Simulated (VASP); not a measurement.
Here is a VASP 6.6.1 calculation.

The input INCAR:

```
SYSTEM = Cu
PREC = Accurate
ENCUT = 520
EDIFF = 1E-7
ISMEAR = 1
SIGMA = 0.01
LREAL = .FALSE.
LASPH = .TRUE.
NELM = 60
ALGO = Normal
ISIF = 2
LWAVE = .FALSE.
LCHARG = .FALSE.
NBANDS = 12
```

File KPOINTS:

```
Automatic mesh
0
G
  10 10 10
  0 0 0
```

Contents of POSCAR:

```
Cu
1.0
   -1.4427900000      1.4427900000      1.3760800000
    1.4427900000     -1.4427900000      1.3760800000
    1.4427900000      1.4427900000     -1.3760800000
Cu
1
Direct
    0.0000000000      0.0000000000      0.0000000000
```

Potentials or basis: VASP PAW LDA potentials, release 64 (Cu).

Command:

```console
$ cat potpaw_LDA.64/Cu/POTCAR > POTCAR
$ mpirun -np 1 vasp_std > vasp.out
```

Q: Estimate the pressure.

A: -6.7 GPa.

Stress tensor (GPa, compression positive):
```
-5.90  0.00  0.00
 0.00 -5.90  0.00
 0.00  0.00 -8.17
```
